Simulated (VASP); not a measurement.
# TePd (Pm-3m) in VASP: a series of runs, part 3 of 3

VASP 6.6.1.

**6. Single point, LDA+U**

INCAR

```
SYSTEM = TePd
ALGO     = Normal         ! electronic algorithm
EDIFF    = 1E-6           ! SCF threshold, eV
ENCUT    = 500            ! plane-wave cutoff, eV
GGA      = CA             ! functional
GGA_COMPAT= .False.      
ISIF     = 2              ! what is computed and relaxed
ISMEAR   = -1             ! smearing method
LASPH    = .True.         ! aspherical terms in the spheres
LCHARG   = .False.        ! write CHGCAR
LDAU     = .True.         ! DFT+U
LDAUJ    = 0 0          
LDAUL    = 2 -1           ! shell
LDAUPRINT= 1            
LDAUTYPE = 2            
LDAUU    = 6 0            ! U, eV
LMAXMIX  = 4              ! l up to which the mixer works
LREAL    = .False.        ! projectors in reciprocal space
LWAVE    = .False.        ! write WAVECAR
NBANDS   = 15             ! bands
NELM     = 200            ! most SCF steps
PREC     = Accurate       ! precision mode
SIGMA    = 0.05           ! smearing width, eV
```

KPOINTS

```
k-points
0
Gamma
  7 7 7
  0 0 0
```

POSCAR

```
TePd
1.0
    3.6310931200      0.0000000000      0.0000000000
    0.0000000000      3.6310931200      0.0000000000
    0.0000000000      0.0000000000      3.6310931200
Pd Te
1 1
Direct
    0.0000000000      0.0000000000      0.0000000000
    0.5000000000      0.5000000000      0.5000000000
```

Potentials or basis: VASP PAW LDA potentials, release 64 (Pd, Te).

Started as:

```console
cat potpaw_LDA.64/Pd/POTCAR potpaw_LDA.64/Te/POTCAR > POTCAR
mpirun -np 1 vasp_std > vasp.out
```

OUTCAR:

```text
SYSTEM = TePd
   EDIFF = 1E-6
   ENCUT = 500
   GGA = CA
   ISIF = 2
   ISMEAR = -1
   LASPH = .True.
   LREAL = .False.
   NELM = 200
   PREC = Accurate

 ion  position               nearest neighbor table
   1  0.000  0.000  0.000-   2 3.14   2 3.14   2 3.14   2 3.14   2 3.14   2 3.14   2 3.14   2 3.14

   2  0.500  0.500  0.500-   1 3.14   1 3.14   1 3.14   1 3.14   1 3.14   1 3.14   1 3.14   1 3.14

  LATTYP: Found a simple cubic cell.
 ALAT       =     3.6310931200

  Lattice vectors:

 A1 = (   3.6310931200,   0.0000000000,   0.0000000000)
 A2 = (   0.0000000000,   3.6310931200,   0.0000000000)
 A3 = (   0.0000000000,   0.0000000000,   3.6310931200)

Analysis of symmetry for initial positions (statically):
=====================================================================
 Subroutine PRICEL returns:
 Original cell was already a primitive cell.

 Routine SETGRP: Setting up the symmetry group for a
 simple cubic supercell.

 Subroutine GETGRP returns: Found 48 space group operations
 (whereof 48 operations were pure point group operations)
 out of a pool of 48 trial point group operations.

The static configuration has the point symmetry O_h .

Analysis of symmetry for dynamics (positions and initial velocities):
=====================================================================
 Subroutine PRICEL returns:
 Original cell was already a primitive cell.

 Routine SETGRP: Setting up the symmetry group for a
 simple cubic supercell.

 Subroutine GETGRP returns: Found 48 space group operations
 (whereof 48 operations were pure point group operations)
 out of a pool of 48 trial point group operations.

The dynamic configuration has the point symmetry O_h .

 Subroutine INISYM returns: Found 48 space group operations
 (whereof 48 operations are pure point group operations),
[... 163 lines left out ...]
  o =  0.9652  v =  0.0000  0.0000  0.0000  0.0000  0.0000  0.0000 -0.0000  0.1906 -0.0000 -0.9817      0.0000  0.0000  0.0000  0.0000  0.0000  0.0000  0.0000  0.0000  0.0000  0.0000
  o =  0.9652  v =  0.0000 -0.0000  0.1906 -0.0000 -0.9817  0.0000  0.0000  0.0000  0.0000  0.0000      0.0000  0.0000  0.0000  0.0000  0.0000  0.0000  0.0000  0.0000  0.0000  0.0000

 number of electron      16.0000007 magnetization

 Free energy of the ion-electron system (eV)
  ---------------------------------------------------
  ext. energy  EPLUGINS =         0.00000000
  ---------------------------------------------------
  free energy    TOTEN  =        -7.07673185 eV

  energy without entropy =       -7.06721308  energy(sigma->0) =       -7.07197247

 E-fermi :   6.7569     XC(G=0): -10.8421

 val. band max:        6.6612438142   @ k =   0.1429   0.0000   0.0000
 cond. band min:       6.8752350152   @ k =   0.2857   0.1429   0.1429
 fundamental gap:      0.2139912010
 Fermi energy:         6.7568857129

 k-point     1 :       0.0000    0.0000    0.0000
  band No.  band energies     occupation
      1      -5.7730      2.00000
      2       2.8504      2.00000
      3       2.8504      2.00000
      4       3.9929      2.00000
      5       3.9929      2.00000
      6       3.9929      2.00000
      7       6.2759      1.99987
      8       6.2759      1.99987
      9       6.2759      1.99987
     10       8.7661      0.00000
     11      13.1157      0.00000
     12      13.1157      0.00000
     13      19.6714      0.00000
     14      19.6714      0.00000
[... 329 lines left out ...]
      2       1.7161      2.00000
      3       1.7161      2.00000
      4       2.0085      2.00000
      5       4.0599      2.00000
      6       4.0599      2.00000
      7       5.9534      2.00000
      8       6.5781      1.94554
      9       6.5781      1.94554
     10       9.6350      0.00000
     11      10.0222      0.00000
     12      10.0222      0.00000
     13      12.6584      0.00000
     14      22.2692      0.00000
     15      22.2692      0.00000

------------------------ aborting loop because EDIFF is reached ----------------------------------------

  FORCE on cell =-STRESS in cart. coord.  units (eV):
  Direction    XX          YY          ZZ          XY          YZ          ZX
  --------------------------------------------------------------------------------------
  -------------------------------------------------------------------------------------
  Total       -5.3879773     -5.3879773     -5.3879773      0.0000000      0.0000000      0.0000000
  in kB     -180.3118137   -180.3118137   -180.3118137      0.0000000      0.0000000      0.0000000
  external PRESSURE =    -180.3118137 kB  Pullay stress =       0.0000000 kB

 VOLUME and BASIS-vectors are now :
 -----------------------------------------------------------------------------
  energy-cutoff  :      500.00
  volume of cell :       47.88
      direct lattice vectors                 reciprocal lattice vectors
     3.631093120  0.000000000  0.000000000     0.275399161  0.000000000  0.000000000
     0.000000000  3.631093120  0.000000000     0.000000000  0.275399161  0.000000000
     0.000000000  0.000000000  3.631093120     0.000000000  0.000000000  0.275399161

 POSITION                                       TOTAL-FORCE (eV/Angst)
 -----------------------------------------------------------------------------------
      0.00000      0.00000      0.00000         0.000000      0.000000      0.000000
      1.81555      1.81555      1.81555         0.000000      0.000000      0.000000
 -----------------------------------------------------------------------------------
    total drift:                               -0.000000      0.000000     -0.000000

  FREE ENERGIE OF THE ION-ELECTRON SYSTEM (eV)
  ---------------------------------------------------
  free  energy   TOTEN  =        -7.0767318540 eV

  energy  without entropy=       -7.0672130817  energy(sigma->0) =       -7.07197247
```

It took 22 s on 1 thread of Intel Xeon 8259CL, shared host; peak memory 0.15 GiB.

What came out:

| Item | Value |
| --- | --- |
| Free energy | -7.0767 eV |
| Pressure | -18.0 GPa |
| Band gap on the k mesh | zero (bands 8 and 9 overlap by 2.12 eV) |

Eigenvalues of the final occupation matrices:
```csv
site,spin,trace,eigenvalues
site 1 d,1,4.66,0.91 0.91 0.91 0.97 0.97
site 1 d,2,4.66,0.91 0.91 0.91 0.97 0.97
```

Caveat: the cell stands under tension; spin-orbit coupling is left out, which moves the levels of the heavy elements; U without spin polarisation on a metal has little footing; the U is typed as a test and isn't derived for this compound.

**7. Summary**

| level | U | gap on the mesh (eV) | pressure (GPa) |
| --- | --- | --- | --- |
| LDA | - | none | -16.5 |
| LDA+U | Pd d U = 1.0 eV | none | -16.7 |
| LDA+U | Pd d U = 2.0 eV | none | -16.9 |
| LDA+U | Pd d U = 5.0 eV | none | -17.7 |
| LDA+U | Pd d U = 6.0 eV | none | -18.0 |

Alike in all rows: task single point; potentials or basis VASP PAW LDA potentials, release 64 (Pd, Te); no spin polarisation; cell as given; k mesh 7 × 7 × 7; cutoff (eV) 500; smearing fermi-dirac 0.05 eV.

The pressure there spans -18.0 GPa (LDA+U) to -16.5 GPa (LDA); a positive pressure means that this level wants a larger cell, a negative one a smaller.

Caveats: the cell stands under tension; spin-orbit coupling is left out, which moves the levels of the heavy elements; U without spin polarisation on a metal has little footing (at least some runs); the U is typed as a test and isn't derived for this compound (at least some runs).

Total energies depend on the potentials used, so only differences within one code and one set of settings carry meaning.

The gap in the log of VASP goes by the Fermi energy; the results here count the filled bands.